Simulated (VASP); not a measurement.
**HfN: single point with r2SCAN**

Crystal: HfN.

```xyz
4
Lattice="3.0500 0.0000 0.0000 -1.5250 2.6414 0.0000 0.0000 0.0000 5.3439" Properties=species:S:1:pos:R:3 pbc="T T T"
Hf    1.5250    0.8805    4.0079
Hf    0.0000    1.7609    1.3360
N     0.0000    0.0000    0.0000
N     0.0000    0.0000    2.6719
```

This cell differs from its parent crystal: strain -0.030 along x and y, -0.015 along z.

```json
{"Program": "VASP 6.6.1", "Task": "single point", "Functional": "r2SCAN", "Potentials or basis": "VASP PAW PBE potentials, release 64 (Hf_pv, N)", "Cutoff": "520 eV", "k mesh": "18 × 18 × 10", "Occupations": "gaussian, width 0.15 eV", "Spin": "no spin polarisation"}
```

```yaml
Pressure: 21.9 GPa
Band_gap_on_the_k_mesh: zero (bands 15 and 16 overlap by 2.58 eV)
```

Stress tensor (GPa, compression positive):
```
24.22  0.00  0.00
 0.00 24.22  0.00
 0.00  0.00 17.23
```

Levels at points of the mesh, in eV from the Fermi level:
| k point | band 12 | band 13 | band 14 | band 15 | band 16 | band 17 | band 18 | band 19 |
| --- | --- | --- | --- | --- | --- | --- | --- | --- |
| (0.00, 0.00, 0.00) | -4.03 | -4.03 | -2.10 | -0.67 | 0.91 | 0.91 | 1.78 | 2.23 |
| (0.50, 0.00, 0.00) | -6.07 | -3.56 | -3.03 | -2.86 | 2.64 | 3.24 | 5.17 | 5.25 |
| (0.00, 0.00, 0.50) | -4.84 | -4.84 | -4.84 | 2.07 | 2.07 | 3.27 | 3.27 | 3.27 |
| (0.50, 0.00, 0.50) | -6.10 | -4.94 | -4.94 | -0.27 | -0.27 | 5.51 | 5.51 | 5.54 |

Run time: 20 min on 1 thread of Oxide Virtual Turin-like Processor, on a shared host, peak memory 0.28 GiB.

Caveat: the cell differs from its parent crystal (strain -0.030 along x and y, -0.015 along z); the stress differs along the axes, from 17 to 24 GPa; the PAW data sets were made with another functional, which shifts forces and pressure a little; spin-orbit coupling is left out, which moves the levels of the heavy elements.
